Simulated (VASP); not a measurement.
Set up this calculation in VASP 6.6.1, as the native input.

| Quantity | Value |
| --- | --- |
| Task | single point |
| Functional | PBEsol |
| Potentials or basis | VASP PAW PBE potentials, release 64 (Be) |
| Cutoff | 520 eV |
| k mesh | 18 × 18 × 18 |
| Occupations | gaussian, width 0.15 eV |
| Spin | no spin polarisation |
| Dipole correction | no |
| Further INCAR settings | ALGO = Fast; EDIFF = 1e-06; NBANDS = 7 |

The structure of Be lies in POSCAR:

```
Be
1.0
   -1.2464130335      1.2464130335      1.2464130335
    1.2464130335     -1.2464130335      1.2464130335
    1.2464130335      1.2464130335     -1.2464130335
Be
1
Direct
    0.0000000000      0.0000000000      0.0000000000
```

These files were run (other wordings do the same):

INCAR

```
SYSTEM = Be
PREC = Accurate ; ENCUT = 520
EDIFF = 1E-6 ; ISMEAR = 0
SIGMA = 0.15 ; LREAL = .FALSE.
LASPH = .TRUE. ; NELM = 60
ALGO = Fast ; ISIF = 2
LWAVE = .FALSE. ; LCHARG = .TRUE.
GGA = PS ; LELF = .TRUE.
LVHAR = .TRUE. ; NBANDS = 7
```

KPOINTS

```
Automatic mesh
0
G
  18 18 18
  0 0 0
```

Potentials or basis: VASP PAW PBE potentials, release 64 (Be).

Run with:

```console
$ cat potpaw_PBE.64/Be/POTCAR > POTCAR
$ mpirun -np 1 vasp_std > vasp.out
```

Results of the run:

| Item | Value |
| --- | --- |
| Pressure | 0.4 GPa |
| Band gap on the k mesh | zero (band 1 reaches 12.05 eV, above the bottom of band 2 at 6.66 eV) |

Caveat: the PAW data sets were made with another functional, which shifts forces and pressure a little.

It took 3.9 s on 1 thread of Intel(R) Xeon(R) Platinum 8259CL CPU @ 2.50GHz (Skylake/Cascade Lake) (shared host), peak memory 0.12 GiB.
